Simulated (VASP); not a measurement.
# Se in VASP: further runs

The runs below take Se through electric field gradients, with PBEsol.

All numbers are computed with VASP 6.6.1; they aren't measurements. Logs are shortened: lines on timing, memory, paths and dates and some standing lists are left out, and cuts for length are marked.

## 1. The cell of the first run

The typed cell holds 3 atoms: a = 4.367 Å, b = 4.328 Å, c = 4.954 Å, α = 89.57°, β = 88.85°, γ = 119.13°.

## 2. Electric field gradients, PBEsol (equal xy, yz and zx shear strains of +2 %)

The input, INCAR:

```
SYSTEM = Se
PREC     = Accurate       ! precision mode
ENCUT    = 520            ! plane-wave cutoff, eV
EDIFF    = 1E-8           ! SCF threshold, eV
ISMEAR   = -1             ! smearing method
SIGMA    = 0.03           ! smearing width, eV
LREAL    = .FALSE.        ! projectors in reciprocal space
LASPH    = .TRUE.         ! aspherical terms in the spheres
NELM     = 60             ! most SCF steps
ALGO     = Normal         ! electronic algorithm
ISIF     = 2              ! what is computed and relaxed
LWAVE    = .FALSE.        ! write WAVECAR
LCHARG   = .FALSE.        ! write CHGCAR
GGA      = PS             ! functional
LEFG     = .TRUE.       
NBANDS   = 16             ! bands
```

The input, KPOINTS:

```
regular mesh
0
G
  6 6 5
  0 0 0
```

The input, POSCAR:

```
Se
1.0
    4.3661999489      0.0436619995      0.0436619995
   -2.1452875738      3.7594090740      0.0159814010
    0.0495360000      0.0495360000      4.9536000000
Se
3
Direct
    0.2254000000      0.0000000000      0.3333333333
    0.0000000000      0.2254000000      0.6666666667
    0.7746000000      0.7746000000      0.0000000000
```

Potentials or basis: VASP PAW PBE potentials, release 64 (Se).

Command:

```console
cat potpaw_PBE.64/Se/POTCAR > POTCAR
mpirun -np 1 vasp_std > vasp.out
```

OUTCAR:

```text
SYSTEM = Se
   PREC = Accurate
   ENCUT = 520
   EDIFF = 1E-8
   ISMEAR = -1
   LREAL = .FALSE.
   LASPH = .TRUE.
   NELM = 60
   ISIF = 2
   GGA = PS

 ion  position               nearest neighbor table
   1  0.225  0.000  0.333-   2 2.35   3 2.42
   2  0.000  0.225  0.667-   3 2.35   1 2.35
   3  0.775  0.775  0.000-   2 2.35   1 2.42

  LATTYP: Found a triclinic cell.
 ALAT       =     4.4044703090
 B/A-ratio  =     2.0393883600
 C/A-ratio  =     0.9827452114
 COS(alpha) =     0.0044424019
 COS(beta)  =     0.5000757388
 COS(gamma) =     0.7246981347

  Lattice vectors:

 A1 = (   2.2209123751,   3.8030710735,   0.0596434005)
 A2 = (   6.5375763240,   3.7971970730,  -4.8502946000)
 A3 = (  -2.1452875738,   3.7594090740,   0.0159814010)

Analysis of symmetry for initial positions (statically):
=====================================================================
 Subroutine PRICEL returns:
 Original cell was already a primitive cell.

 Routine SETGRP: Setting up the symmetry group for a
 triclinic supercell.

 Subroutine GETGRP returns: Found  1 space group operations
 (whereof  1 operations were pure point group operations)
 out of a pool of  2 trial point group operations.

The static configuration has the point symmetry C_1 .

Analysis of symmetry for dynamics (positions and initial velocities):
=====================================================================
 Subroutine PRICEL returns:
 Original cell was already a primitive cell.

 Routine SETGRP: Setting up the symmetry group for a
 triclinic supercell.

 Subroutine GETGRP returns: Found  1 space group operations
 (whereof  1 operations were pure point group operations)
 out of a pool of  2 trial point group operations.

The dynamic configuration has the point symmetry C_1 .

 Subroutine INISYM returns: Found  1 space group operations
 (whereof  1 operations are pure point group operations),
 and found     1 'primitive' translations

----------------------------------------------------------------------------------------

                                     Primitive cell

  volume of cell :      81.7578

  direct lattice vectors                    reciprocal lattice vectors
     4.366199949  0.043661999  0.043661999     0.227767990  0.129989848 -0.003577578
    -2.145287574  3.759409074  0.015981401    -0.002618969  0.264515884 -0.002618969
     0.049536000  0.049536000  4.953600000    -0.001999142 -0.001999142  0.201913368

  length of vectors
     4.366636547  4.328472105  4.954095335     0.262275460  0.264541813  0.201933160

  position of ions in fractional coordinates (direct lattice)
     0.225400000  0.000000000  0.333333333
     1.000000000  0.225400000  0.666666667
     0.774600000  0.774600000  1.000000000

  ion indices of the primitive-cell ions
   primitive index   ion index
                 1           1
                 2           2
                 3           3

----------------------------------------------------------------------------------------

 KPOINTS: regular mesh

Automatic generation of k-mesh.
 Grid dimensions read from file:
 generate k-points for:    6    6    5

 Generating k-lattice:

  Cartesian coordinates                     Fractional coordinates (reciprocal lattice)
     0.037961332  0.021664975 -0.000596263     0.166666667 -0.000000000  0.000000000
    -0.000436495  0.044085981 -0.000436495     0.000000000  0.166666667  0.000000000
    -0.000399828 -0.000399828  0.040382674    -0.000000000 -0.000000000  0.200000000

  Length of vectors
     0.043712577  0.044090302  0.040386632

  Shift w.r.t. Gamma in fractional coordinates (k-lattice)
     0.000000000  0.000000000  0.000000000

 Subroutine IBZKPT returns following result:
 ===========================================

 Found     92 irreducible k-points:

 Following reciprocal coordinates:
            Coordinates               Weight
  0.000000  0.000000  0.000000      1.000000
  0.166667 -0.000000  0.000000      2.000000
  0.333333 -0.000000  0.000000      2.000000
  0.500000 -0.000000  0.000000      1.000000
 -0.000000  0.166667  0.000000      2.000000
  0.166667  0.166667  0.000000      2.000000
[... 16 lines left out ...]
  0.333333 -0.000000  0.200000      2.000000
  0.500000 -0.000000  0.200000      2.000000
 [... further k-points ...]
   k-points           NKPTS =     92   k-points in BZ     NKDIM =     92   number of bands    NBANDS=     16
   number of dos      NEDOS =    301   number of ions     NIONS =      3
   total plane-waves  NPLWV =  40960
   dimension x,y,z NGX =    32 NGY =   32 NGZ =   40
   dimension x,y,z NGXF=    64 NGYF=   64 NGZF=   80
   ions per type =               3
   NGX,Y,Z   is equivalent  to a cutoff of  12.18, 12.29, 13.42 a.u.
   NGXF,Y,Z  is equivalent  to a cutoff of  24.37, 24.58, 26.85 a.u.
 SYSTEM =  Se
   PREC   = accura    normal or accurate (medium, high low for compatibility)
   ISTART =      0    job   : 0-new  1-cont  2-samecut
   ICHARG =      2    charge: 1-file 2-atom 10-const
   ISPIN  =      1    spin polarized calculation?
   LNONCOLLINEAR =      F non collinear calculations
   LSORBIT =      F    spin-orbit coupling
   LASPH  =      T    aspherical Exc in radial PAW
   ENCUT  =  520.0 eV  38.22 Ry    6.18 a.u.   8.12  8.05  9.21*2*pi/ulx,y,z
   NELM   =     60;   NELMIN=  2; NELMDL= -5     # of ELM steps
   EDIFF  = 0.1E-07   stopping-criterion for ELM
   LREAL  =      F    real-space projection
   EDIFFG = 0.1E-06   stopping-criterion for IOM
   NSW    =      0    number of steps for IOM
   IBRION =     -1    ionic relax: 0-MD 1-quasi-New 2-CG
   NFREE  =      0    steps in history (QN), initial steepest desc. (CG)
   ISIF   =      2    stress and relaxation
   ISYM   =      2    0-nonsym 1-usesym 2-fastsym
   POTIM  = 0.5000    time-step for ionic-motion
   TEBEG  =    0.0;   TEEND  =   0.0 temperature during run
   PSTRESS=    0.0 pullay stress
   NELECT =      18.0000    total number of electrons
   NUPDOWN=      -1.0000    fix difference up-down
   EMIN   =  10.00;   EMAX   =-10.00  energy-range for DOS
   EFERMI =   0.00;   METHOD = LEGACY
   ISMEAR =    -1;   SIGMA  =   0.03  broadening in eV -4-tet -1-fermi 0-gaus
   EFERMI_NEDOS =   21; number of points for ismear=-14 and -15
   IALGO  =     38    algorithm
   IMIX   =      4    mixing-type and parameters
     AMIX     =   0.40;   BMIX     =  1.00
     AMIX_MAG =   1.60;   BMIX_MAG =  1.00
  volume/ion in A,a.u.               =      27.25       183.91
  Fermi-wavevector in a.u.,A,eV,Ry     =   0.988529  1.868048 13.295459  0.977189
  Thomas-Fermi vector in A             =   2.120062
   LORBIT       =      0    0 simple, 1 ext, 2 COOP (PROOUT), +10 PAW based schemes
   GGA     = PS    functional components
   LHFCALC =     F    Hartree Fock is set to
   AEXX    =    0.0000 exact exchange contribution
   IVDW    =     0    specifies the selected vdW correction
   LEPSILON=     F    determine dielectric tensor
   LRPA    =     F    only Hartree local field effects (RPA)
 non-spin polarized calculation
  energy-cutoff  :      520.00
  volume of cell :       81.76
 maximum number of plane-waves:      2218
   NGX = 17   NGY = 17   NGZ = 19

 number of electron      18.0000000 magnetization

 Free energy of the ion-electron system (eV)
  ---------------------------------------------------
  ext. energy  EPLUGINS =         0.00000000
  ---------------------------------------------------
  free energy    TOTEN  =       -11.47049890 eV

  energy without entropy =      -11.47049890  energy(sigma->0) =      -11.47049890

 E-fermi :   3.0571     XC(G=0):  -9.0367

 val. band max:        2.4980992841   @ k =   0.1667   0.3333   0.4000
 cond. band min:       3.5759396244   @ k =   0.0000   0.0000   0.4000
 fundamental gap:      1.0778403404
 Fermi energy:         3.0570660172

 k-point     1 :       0.0000    0.0000    0.0000
  band No.  band energies     occupation
      1     -13.3117      2.00000
      2      -9.2565      2.00000
      3      -9.0764      2.00000
      4      -1.3076      2.00000
      5      -1.2917      2.00000
      6      -1.1770      2.00000
[... 8 lines left out ...]
     15       8.9516      0.00000
     16      10.8607      0.00000
[... 419 lines left out ...]
 k-point    24 :       0.5000   -0.0000    0.2000
  band No.  band energies     occupation
      1     -12.6789      2.00000
      2     -10.4255      2.00000
      3      -8.4829      2.00000
      4      -2.6372      2.00000
      5      -2.4683      2.00000
      6      -1.0781      2.00000
[... 8 lines left out ...]
     15      11.8118      0.00000
     16      12.2636      0.00000

 [... further k-points ...]
[... 5 lines left out ...]
  --------------------------------------------------------------------------------------
  -------------------------------------------------------------------------------------
  Total       -0.2379332      0.1885546      0.7938650     -0.3451489     -0.4903807     -0.6857157
  in kB       -4.6626879      3.6950323     15.5570720     -6.7637533     -9.6098046    -13.4377107
  external PRESSURE =       4.8631388 kB  Pullay stress =       0.0000000 kB

 VOLUME and BASIS-vectors are now :
 -----------------------------------------------------------------------------
  energy-cutoff  :      520.00
  volume of cell :       81.76
      direct lattice vectors                 reciprocal lattice vectors
     4.366199949  0.043661999  0.043661999     0.227767990  0.129989848 -0.003577578
    -2.145287574  3.759409074  0.015981401    -0.002618969  0.264515884 -0.002618969
     0.049536000  0.049536000  4.953600000    -0.001999142 -0.001999142  0.201913368

 POSITION                                       TOTAL-FORCE (eV/Angst)
 -----------------------------------------------------------------------------------
      1.00065      0.02635      1.66104         0.256691     -0.156319     -0.314843
     -0.45052      0.88039      3.30600        -0.264609      0.457355     -0.044409
      1.72032      2.94586      0.04620         0.007918     -0.301036      0.359253
 -----------------------------------------------------------------------------------
    total drift:                               -0.000003     -0.000036     -0.000025

  FREE ENERGIE OF THE ION-ELECTRON SYSTEM (eV)
  ---------------------------------------------------
  free  energy   TOTEN  =       -11.4704989009 eV

  energy  without entropy=      -11.4704989001  energy(sigma->0) =      -11.47049890

 Electric field gradients (V/A^2)
---------------------------------------------------------------------
 ion       V_xx      V_yy      V_zz      V_xy      V_xz      V_yz
---------------------------------------------------------------------
   1     168.240  -330.250   162.010    14.253     8.593   333.213
   2    -211.276    37.789   173.487  -203.930  -267.491  -152.140
   3    -201.715    34.109   167.606   220.785   287.261  -153.140
---------------------------------------------------------------------

 Electric field gradients after diagonalization (V/A^2)
 (convention: |V_zz| > |V_xx| > |V_yy|)
----------------------------------------------------------------------
 ion       V_xx      V_yy      V_zz     asymmetry (V_yy - V_xx)/ V_zz
----------------------------------------------------------------------
   1     331.357   167.139  -498.497       0.329
   2     320.133   152.189  -472.322       0.356
   3     328.732   165.240  -493.972       0.331
----------------------------------------------------------------------

           NMR quadrupolar parameters

 Cq : quadrupolar parameter    Cq=e*Q*V_zz/h
 eta: asymmetry parameters     (V_yy - V_xx)/ V_zz
 Q  : nuclear electric quadrupole moment in mb (millibarn)
----------------------------------------------------------------------
 ion       Cq(MHz)       eta       Q (mb)
----------------------------------------------------------------------
   1      -1.205       0.329       1.000
   2      -1.142       0.356       1.000
   3      -1.194       0.331       1.000
----------------------------------------------------------------------
```

Wall time 56 s (1 thread of Intel Xeon Platinum 8488C (Sapphire Rapids), shared host); peak memory 0.24 GiB.

What came out:

- Free energy: -11.4705 eV
- Pressure: 0.5 GPa
- Largest force: 0.530 eV/Å
- Band gap on the k mesh: 1.08 eV, indirect (least direct gap 1.38 eV)

Forces in eV/Å, atoms in the order of the input:
```
Se   0.257 -0.156 -0.315
Se  -0.265  0.457 -0.044
Se   0.008 -0.301  0.359
```

Levels at points of the mesh, in eV from the valence-band top:
```
           k point  band 6  band 7  band 8  band 9  band 10  band 11  band 12  band 13
(0.00, 0.00, 0.00)   -3.68   -2.02   -1.97   -0.34     1.74     2.06     2.27     5.97
(0.50, 0.00, 0.00)   -3.37   -2.95   -1.73   -0.91     2.03     2.41     3.96     5.26
(0.00, 0.50, 0.00)   -3.40   -2.81   -1.73   -0.91     1.88     2.40     4.29     5.18
(0.50, 0.50, 0.00)   -3.43   -2.83   -1.74   -0.95     1.83     2.39     4.29     5.17
```

Electric field gradients, principal values (V/Å²):
```csv
atom,least,middle,greatest (by size)
1 Se,167.139,331.357,-498.497
2 Se,152.189,320.133,-472.322
3 Se,165.240,328.732,-493.972
```

Caveat: the cell differs from its parent crystal (equal xy, yz and zx shear strains of +2 %); without QUAD_EFG the Cq values of the log hold for a quadrupole moment of 1 mb, not for the nuclei; the PAW data sets were made with another functional, which shifts forces and pressure a little. A k mesh can miss the band edges.

[end of part 1 of 2]
